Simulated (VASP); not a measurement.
NbP: single point with PBE

NbP:

```xyz
4
Lattice="-1.7405 1.7405 5.4854 1.7405 -1.7405 5.4854 1.7405 1.7405 -5.4854" Properties=species:S:1:pos:R:3 pbc="T T T"
Nb    0.0000    0.0000    8.2285
Nb    0.0000    1.7405    0.0004
P     0.0000    0.0000    3.6488
P     1.7405    0.0000    0.9061
```

This cell differs from its parent crystal: strain +0.040 along x and y, -0.040 along z.

```json
{"Program": "VASP 6.6.1", "Task": "single point", "Functional": "PBE", "Potentials or basis": "VASP PAW PBE potentials, release 64 (Nb_sv, P)", "Cutoff": "520 eV", "k mesh": "20 × 20 × 20", "Occupations": "gaussian, width 0.15 eV", "Spin": "no spin polarisation", "Dipole correction": "no", "Further INCAR settings": "ALGO = Normal; EDIFF = 1e-07; NBANDS = 26"}
```

- Pressure: -7.6 GPa
- Largest force: 0.334 eV/Å
- Band gap on the k mesh: zero (bands 18 and 19 overlap by 0.03 eV)

Forces on the atoms (eV/Å):
```
Nb   0.000  0.000  0.334
Nb   0.000  0.000  0.334
P    0.000  0.000 -0.334
P    0.000  0.000 -0.334
```

Stress tensor (GPa, compression positive):
```
-12.95   0.00   0.00
  0.00 -12.95   0.00
  0.00   0.00   3.02
```

Levels at points of the mesh, in eV from the Fermi level:
```
           k point  band 15  band 16  band 17  band 18  band 19  band 20  band 21  band 22
(0.00, 0.00, 0.00)    -1.82    -1.49    -1.49    -1.13     0.44     1.45     2.70     2.71
(0.50, 0.00, 0.00)    -2.39    -1.70    -1.16    -0.05     0.24     1.22     2.08     2.76
(0.50, 0.50, 0.00)    -2.49    -2.49    -0.58    -0.58     2.41     2.41     2.88     2.88
(0.50, 0.50, 0.50)    -2.52    -2.52    -0.94    -0.94     0.90     0.90     2.34     2.34
```

Run time: 49 min on 1 thread of AMD EPYC 7R13, on a shared host, peak memory 1 GiB.

Caveat: the cell differs from its parent crystal (strain +0.040 along x and y, -0.040 along z); the stress differs along the axes, from -13 to 3 GPa.
